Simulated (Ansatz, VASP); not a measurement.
One calculation of Be, two programs

```
Be
1.0
     3.99580    0.00000    0.00000
     0.00000    3.99580    0.00000
     0.00000    0.00000    3.99580
Be
8
Cartesian
  1.9979 1.9979 1.9979
  0.0000 0.0000 0.0000
  0.9990 0.0000 1.9979
  1.9979 0.9990 0.0000
  1.9979 2.9969 0.0000
  2.9969 0.0000 1.9979
  0.0000 1.9979 2.9969
  0.0000 1.9979 0.9990
```

Alike in both runs: functional PBEsol; k mesh 10 × 10 × 10; occupations gaussian, width 0.1 eV; no spin polarisation.

Ansatz relaxed the structure, and its values are those at the end. VASP's run is a single point on that final structure, the one shown.

|  | VASP | Ansatz |
| --- | --- | --- |
| version | VASP 6.6.1 | Ansatz 0.2.0 |
| potentials or method | VASP PAW PBE potentials, release 64 (Be), cutoff 520 eV | scalar-relativistic, plane waves, PAW |
| valence electrons in the cell | 16 | 16 |

Ansatz gave:

| Property | Result |
| --- | --- |
| gap on the k mesh at the Fermi level (eV) | none |
| pressure (GPa) | 0.0 |

Q: Which values does VASP return?

A: gap on the k mesh at the Fermi level (eV): none; pressure (GPa): 0.3.

VASP's potentials were made for PBE, not for PBEsol. A gap of «none» marks a metal or a gap that the smearing closes. The functional is the same, so the differences come from potentials, cutoffs and numerics.
